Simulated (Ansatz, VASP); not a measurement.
## Cu: VASP beside Ansatz

```
Cu
1.0
     2.51982    0.00000    0.00000
     0.00000    3.56356    0.00000
     0.00000    0.00000   19.77970
Cu
4
Direct
  0.25000 0.25000 0.40445
  0.75000 0.75000 0.46815
  0.25000 0.25000 0.53185
  0.75000 0.75000 0.59555
```

Alike in both runs: task single point; functional PBEsol; k mesh 14 × 10 × 1; occupations fermi-dirac, width 0.1 eV; no spin polarisation.

```csv
,VASP,Ansatz
version,VASP 6.6.1,Ansatz 0.2.0
potentials or method,"VASP PAW PBE potentials, release 64 (Cu), cutoff 520 eV","all-electron LAPW, scalar-relativistic"
```

|  | VASP | Ansatz | Ansatz less VASP |
| --- | --- | --- | --- |
| rms of the force components (eV/Å) | 0.240 | 0.251 | +0.0113 |

VASP's potentials were made for PBE, not for PBEsol. Atom by atom the forces differ by 0.015 eV/Å (rms over components). Ansatz ran all-electron here, and VASP with PAW potentials.
